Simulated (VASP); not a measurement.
# Zr8O15 (a cell with a defect): relaxation of the atoms with PBE

Zr8O15 (a cell with a defect):

```
CELL_PARAMETERS angstrom
0.00000 5.07000 5.07000
5.07000 0.00000 5.07000
5.07000 5.07000 0.00000
ATOMIC_POSITIONS crystal
Zr 0.00000 0.00000 0.00000
Zr 0.00000 0.00000 0.50000
Zr 0.00000 0.50000 0.00000
Zr 0.00000 0.50000 0.50000
Zr 0.50000 0.00000 0.00000
Zr 0.50000 0.00000 0.50000
Zr 0.50000 0.50000 0.00000
Zr 0.50000 0.50000 0.50000
O 0.12500 0.12500 0.62500
O 0.12500 0.62500 0.12500
O 0.12500 0.62500 0.62500
O 0.62500 0.12500 0.12500
O 0.62500 0.12500 0.62500
O 0.62500 0.62500 0.12500
O 0.62500 0.62500 0.62500
O 0.37500 0.37500 0.37500
O 0.37500 0.37500 0.87500
O 0.37500 0.87500 0.37500
O 0.37500 0.87500 0.87500
O 0.87500 0.37500 0.37500
O 0.87500 0.37500 0.87500
O 0.87500 0.87500 0.37500
O 0.87500 0.87500 0.87500
```

This cell differs from its parent crystal: atoms taken out.

```json
{
  "Program": "VASP 6.6.1",
  "Task": "relaxation of the atoms",
  "Functional": "PBE",
  "Potentials or basis": "VASP PAW PBE potentials, release 64 (Zr_sv, O)",
  "Cutoff": "520 eV",
  "k mesh": "3 × 3 × 3",
  "Occupations": "fermi-dirac, width 0.01 eV",
  "Spin": "no spin polarisation",
  "Dipole correction": "no",
  "Charge": "2",
  "Further INCAR settings": "ALGO = Normal; EDIFF = 1e-07; IBRION = 2; EDIFFG = -0.03; NSW = 60; NELECT = 184.0"
}
```

```
Energy gained by relaxing    : 103.0 meV/atom
Ionic steps                  : 11
Largest force after relaxing : 0.013 eV/Å
```

Forces on the atoms (eV/Å):
```
Zr   0.000  0.000  0.000
Zr   0.000  0.000  0.000
Zr   0.000  0.000  0.000
Zr  -0.008  0.008  0.008
Zr   0.000  0.000  0.000
Zr   0.008 -0.008  0.008
Zr   0.008  0.008 -0.008
Zr  -0.008 -0.008 -0.008
O    0.000  0.000  0.005
O    0.000  0.005  0.000
O   -0.005  0.000  0.000
O    0.005  0.000  0.000
O    0.000 -0.005  0.000
O    0.000  0.000 -0.005
O    0.000  0.000  0.000
O    0.000  0.000  0.000
O    0.000  0.000  0.011
O    0.000  0.011  0.000
O   -0.011  0.000  0.000
O    0.011  0.000  0.000
O    0.000 -0.011  0.000
O    0.000  0.000 -0.011
O    0.000  0.000  0.000
```

The path:
| step | energy change (eV) | largest force (eV/Å) | pressure (GPa) |
| --- | --- | --- | --- |
| 1 | 0.0000 | 3.7663 | -10.08 |
| 2 | -1.5164 | 3.2359 | -6.86 |
| 3 | -1.7692 | 1.2512 | -8.15 |
| 4 | -2.1803 | 0.7311 | -8.55 |
| 5 | -2.1913 | 1.0005 | -8.54 |
| 6 | -2.3270 | 0.4612 | -8.23 |
| 7 | -2.3284 | 0.4736 | -8.16 |
| 8 | -2.3695 | 0.0864 | -8.07 |
| 9 | -2.3695 | 0.0937 | -8.07 |
| 10 | -2.3696 | 0.0884 | -8.13 |
| 11 | -2.3701 | 0.0131 | -8.10 |

Final structure:
```
Zr O
1.0
     0.00000    5.07000    5.07000
     5.07000    0.00000    5.07000
     5.07000    5.07000    0.00000
Zr O
8 15
Cartesian
  10.0868 10.0868 10.0868
  7.6582 7.6582 10.0868
  7.6582 10.0868 7.6582
  5.0409 2.5641 2.5641
  10.0868 7.6582 7.6582
  2.5641 5.0409 2.5641
  2.5641 2.5641 5.0409
  5.0409 5.0409 5.0409
  3.8025 3.8025 1.2855
  3.8025 1.2855 3.8025
  6.3195 3.8025 3.8025
  1.2855 3.8025 3.8025
  3.8025 6.3195 3.8025
  3.8025 3.8025 6.3195
  6.3375 6.3375 6.3375
  3.8025 3.8025 3.8025
  6.3375 6.3375 3.5731
  6.3375 3.5731 6.3375
  9.1019 6.3375 6.3375
  3.5731 6.3375 6.3375
  6.3375 9.1019 6.3375
  6.3375 6.3375 9.1019
  8.8725 8.8725 8.8725
```

Levels at points of the mesh, in eV from the Fermi level:
| k point | band 89 | band 90 | band 91 | band 92 | band 93 | band 94 | band 95 | band 96 |
| --- | --- | --- | --- | --- | --- | --- | --- | --- |
| (0.00, 0.00, 0.00) | -1.23 | -0.37 | -0.37 | -0.37 | 3.33 | 3.33 | 3.40 | 3.64 |

It took 54 min on 1 thread of Oxide Virtual Turin-like Processor (shared host), peak memory 0.43 GiB.

Caveat: the cell carries a net charge on a neutralising background, which shifts energy and pressure; the cell differs from its parent crystal (atoms taken out); the cell is charged against a uniform background, so pressure and absolute levels hang on convention.
